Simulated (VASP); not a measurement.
# MoW3 (P4/mmm) in VASP: notebook, part 2 of 2

VASP 6.6.1. Earlier steps stand in the parts before.

### 4 Single point, PBE (17.65 Å³/atom)

This run uses another cell than the first one, of 17.65 Å³/atom.

The input, INCAR:

```
PREC = Accurate
ENCUT = 500
EDIFF = 1E-6
ISMEAR = 0
SIGMA = 0.1
LREAL = F
LASPH = T
NELM = 120
ALGO = Normal
ISIF = 2
LWAVE = F
LCHARG = F
GGA = PE
NBANDS = 36
GGA_COMPAT = F
```

The input, KPOINTS:

```
regular mesh
0
Gamma
  14 14 8
```

The input, POSCAR:

```
MoW3
1.0
    3.2800074519      0.0000000000      0.0000000000
    0.0000000000      3.2800074519      0.0000000000
    0.0000000000      0.0000000000      6.5622204545
Mo W
1 3
Direct
    0.0000000000      0.0000000000      0.0000000000
    0.5000000000      0.5000000000      0.2500111483
    0.0000000000      0.0000000000      0.5000000000
    0.5000000000      0.5000000000      0.7499888517
```

Potentials or basis: VASP PAW PBE potentials, release 64 (Mo_sv, W_sv).

Command:

```
$ cat potpaw_PBE.64/Mo_sv/POTCAR potpaw_PBE.64/W_sv/POTCAR > POTCAR
$ mpirun -np 1 vasp_std > vasp.out
```

OUTCAR:

```text
PREC = Accurate
   ENCUT = 500
   EDIFF = 1E-6
   ISMEAR = 0
   LREAL = F
   LASPH = T
   NELM = 120
   ISIF = 2
   GGA = PE

 ion  position               nearest neighbor table
   1  0.000  0.000  0.000-   2 2.84   4 2.84   2 2.84   4 2.84   2 2.84   4 2.84   2 2.84   4 2.84
                             3 3.28   3 3.28
   2  0.500  0.500  0.250-   3 2.84   3 2.84   3 2.84   3 2.84   1 2.84   1 2.84   1 2.84   1 2.84
                             4 3.28   4 3.28
   3  0.000  0.000  0.500-   2 2.84   4 2.84   2 2.84   4 2.84   2 2.84   4 2.84   2 2.84   4 2.84
                             1 3.28   1 3.28
   4  0.500  0.500  0.750-   3 2.84   3 2.84   3 2.84   3 2.84   1 2.84   1 2.84   1 2.84   1 2.84
                             2 3.28   2 3.28

  LATTYP: Found a simple tetragonal cell.
 ALAT       =     3.2800074519
 C/A-ratio  =     2.0006724225

  Lattice vectors:

 A1 = (   3.2800074519,   0.0000000000,   0.0000000000)
 A2 = (   0.0000000000,   3.2800074519,   0.0000000000)
 A3 = (   0.0000000000,   0.0000000000,   6.5622204545)

Analysis of symmetry for initial positions (statically):
=====================================================================
 Subroutine PRICEL returns:
 Original cell was already a primitive cell.

 Routine SETGRP: Setting up the symmetry group for a
 simple tetragonal supercell.

 Subroutine GETGRP returns: Found 16 space group operations
 (whereof 16 operations were pure point group operations)
 out of a pool of 16 trial point group operations.

The static configuration has the point symmetry D_4h.

Analysis of symmetry for dynamics (positions and initial velocities):
=====================================================================
 Subroutine PRICEL returns:
 Original cell was already a primitive cell.

 Routine SETGRP: Setting up the symmetry group for a
 simple tetragonal supercell.

 Subroutine GETGRP returns: Found 16 space group operations
 (whereof 16 operations were pure point group operations)
 out of a pool of 16 trial point group operations.

The dynamic configuration has the point symmetry D_4h.

 Subroutine INISYM returns: Found 16 space group operations
 (whereof 16 operations are pure point group operations),
 and found     1 'primitive' translations

----------------------------------------------------------------------------------------

                                     Primitive cell

  volume of cell :      70.5993

  direct lattice vectors                    reciprocal lattice vectors
     3.280007452  0.000000000  0.000000000     0.304877356  0.000000000  0.000000000
     0.000000000  3.280007452  0.000000000     0.000000000  0.304877356  0.000000000
     0.000000000  0.000000000  6.562220455     0.000000000  0.000000000  0.152387444

  length of vectors
     3.280007452  3.280007452  6.562220455     0.304877356  0.304877356  0.152387444

  position of ions in fractional coordinates (direct lattice)
     0.000000000  0.000000000  0.000000000
     0.500000000  0.500000000  0.250011148
     0.000000000  0.000000000  0.500000000
     0.500000000  0.500000000  0.749988852

  ion indices of the primitive-cell ions
   primitive index   ion index
                 1           1
                 2           2
                 3           3
                 4           4

[... 30 lines left out ...]
  0.142857  0.000000  0.000000      4.000000
  0.214286  0.000000  0.000000      4.000000
  0.285714  0.000000  0.000000      4.000000
  0.357143  0.000000  0.000000      4.000000
[... 16 lines left out ...]
  0.285714  0.214286  0.000000      8.000000
  0.357143  0.214286  0.000000      8.000000
 [... further k-points ...]
   k-points           NKPTS =    180   k-points in BZ     NKDIM =    180   number of bands    NBANDS=     36
   number of dos      NEDOS =    301   number of ions     NIONS =      4
   total plane-waves  NPLWV =  27648
   dimension x,y,z NGX =    24 NGY =   24 NGZ =   48
   dimension x,y,z NGXF=    48 NGYF=   48 NGZF=   96
   ions per type =               1   3
   NGX,Y,Z   is equivalent  to a cutoff of  12.16, 12.16, 12.16 a.u.
   NGXF,Y,Z  is equivalent  to a cutoff of  24.33, 24.33, 24.32 a.u.
 SYSTEM =  unknown system
   PREC   = accura    normal or accurate (medium, high low for compatibility)
   ISTART =      0    job   : 0-new  1-cont  2-samecut
   ICHARG =      2    charge: 1-file 2-atom 10-const
   ISPIN  =      1    spin polarized calculation?
   LNONCOLLINEAR =      F non collinear calculations
   LSORBIT =      F    spin-orbit coupling
   LASPH  =      T    aspherical Exc in radial PAW
   ENCUT  =  500.0 eV  36.75 Ry    6.06 a.u.   5.98  5.98 11.96*2*pi/ulx,y,z
   NELM   =    120;   NELMIN=  2; NELMDL= -5     # of ELM steps
   EDIFF  = 0.1E-05   stopping-criterion for ELM
   LREAL  =      F    real-space projection
   EDIFFG = 0.1E-04   stopping-criterion for IOM
   NSW    =      0    number of steps for IOM
   IBRION =     -1    ionic relax: 0-MD 1-quasi-New 2-CG
   NFREE  =      0    steps in history (QN), initial steepest desc. (CG)
   ISIF   =      2    stress and relaxation
   ISYM   =      2    0-nonsym 1-usesym 2-fastsym
   POTIM  = 0.5000    time-step for ionic-motion
   TEBEG  =    0.0;   TEEND  =   0.0 temperature during run
   PSTRESS=    0.0 pullay stress
   NELECT =      56.0000    total number of electrons
   NUPDOWN=      -1.0000    fix difference up-down
   EMIN   =  10.00;   EMAX   =-10.00  energy-range for DOS
   EFERMI =   0.00;   METHOD = LEGACY
   ISMEAR =     0;   SIGMA  =   0.10  broadening in eV -4-tet -1-fermi 0-gaus
   EFERMI_NEDOS =   21; number of points for ismear=-14 and -15
   IALGO  =     38    algorithm
   IMIX   =      4    mixing-type and parameters
     AMIX     =   0.40;   BMIX     =  1.00
     AMIX_MAG =   1.60;   BMIX_MAG =  1.00
  volume/ion in A,a.u.               =      17.65       119.11
  Fermi-wavevector in a.u.,A,eV,Ry     =   1.515435  2.863757 31.246373  2.296544
  Thomas-Fermi vector in A             =   2.624959
   LORBIT       =      0    0 simple, 1 ext, 2 COOP (PROOUT), +10 PAW based schemes
   GGA     = PE    functional components
   LHFCALC =     F    Hartree Fock is set to
   AEXX    =    0.0000 exact exchange contribution
   IVDW    =     0    specifies the selected vdW correction
   LEPSILON=     F    determine dielectric tensor
   LRPA    =     F    only Hartree local field effects (RPA)
 non-spin polarized calculation
 Gauss-broadening in eV      SIGMA  =   0.10
  energy-cutoff  :      500.00
  volume of cell :       70.60
 maximum number of plane-waves:      1824
 NGX is ok and might be reduce to    24
   NGX = 11   NGY = 11   NGZ = 23

 number of electron      56.0000015 magnetization

 Free energy of the ion-electron system (eV)
  ---------------------------------------------------
  ext. energy  EPLUGINS =         0.00000000
  ---------------------------------------------------
  free energy    TOTEN  =       -49.34139990 eV

  energy without entropy =      -49.33127729  energy(sigma->0) =      -49.33633859

 E-fermi :  10.1675     XC(G=0): -12.9635

 val. band max:       10.1672567396   @ k =   0.0714   0.0714   0.5000
 cond. band min:      10.1689612212   @ k =   0.4286   0.0714   0.0000
 fundamental gap:      0.0017044815
 Fermi energy:        10.1675052123

 k-point     1 :       0.0000    0.0000    0.0000
  band No.  band energies     occupation
      1     -64.1949      2.00000
      2     -64.1663      2.00000
      3     -64.0593      2.00000
      4     -50.9830      2.00000
      5     -28.4708      2.00000
      6     -28.4473      2.00000
[... 925 lines left out ...]
     35      12.7919      0.00000
     36      12.8587      0.00000

 [... further k-points ...]

------------------------ aborting loop because EDIFF is reached ----------------------------------------

  FORCE on cell =-STRESS in cart. coord.  units (eV):
  Direction    XX          YY          ZZ          XY          YZ          ZX
  --------------------------------------------------------------------------------------
  -------------------------------------------------------------------------------------
  Total       -9.9077260     -9.9077260     -9.9138128      0.0000000      0.0000000      0.0000000
  in kB     -224.8454447   -224.8454447   -224.9835788      0.0000000      0.0000000      0.0000000
  external PRESSURE =    -224.8914894 kB  Pullay stress =       0.0000000 kB

 VOLUME and BASIS-vectors are now :
 -----------------------------------------------------------------------------
  energy-cutoff  :      500.00
  volume of cell :       70.60
      direct lattice vectors                 reciprocal lattice vectors
     3.280007452  0.000000000  0.000000000     0.304877356  0.000000000  0.000000000
     0.000000000  3.280007452  0.000000000     0.000000000  0.304877356  0.000000000
     0.000000000  0.000000000  6.562220455     0.000000000  0.000000000  0.152387444

 POSITION                                       TOTAL-FORCE (eV/Angst)
 -----------------------------------------------------------------------------------
      0.00000      0.00000      0.00000         0.000000      0.000000      0.000000
      1.64000      1.64000      1.64063        -0.000000     -0.000000     -0.001788
      0.00000      0.00000      3.28111         0.000000      0.000000      0.000000
      1.64000      1.64000      4.92159         0.000000     -0.000000      0.001788
 -----------------------------------------------------------------------------------
    total drift:                                0.000000     -0.000000      0.000000

  FREE ENERGIE OF THE ION-ELECTRON SYSTEM (eV)
  ---------------------------------------------------
  free  energy   TOTEN  =       -49.3413998974 eV

  energy  without entropy=      -49.3312772875  energy(sigma->0) =      -49.33633859
```

It took 8.1 min on 1 thread of Oxide Virtual Turin-like, shared host; peak memory 0.41 GiB.

Results:

```yaml
Free_energy: -49.3414 eV
Pressure: -22.5 GPa
Band_gap_on_the_k_mesh: zero (bands 28 and 29 overlap by 1.04 eV)
```

Caveat: the cell stands under tension; spin-orbit coupling is left out, which moves the levels of the heavy elements.

The gap in the log of VASP goes by the Fermi energy; the results here count the filled bands.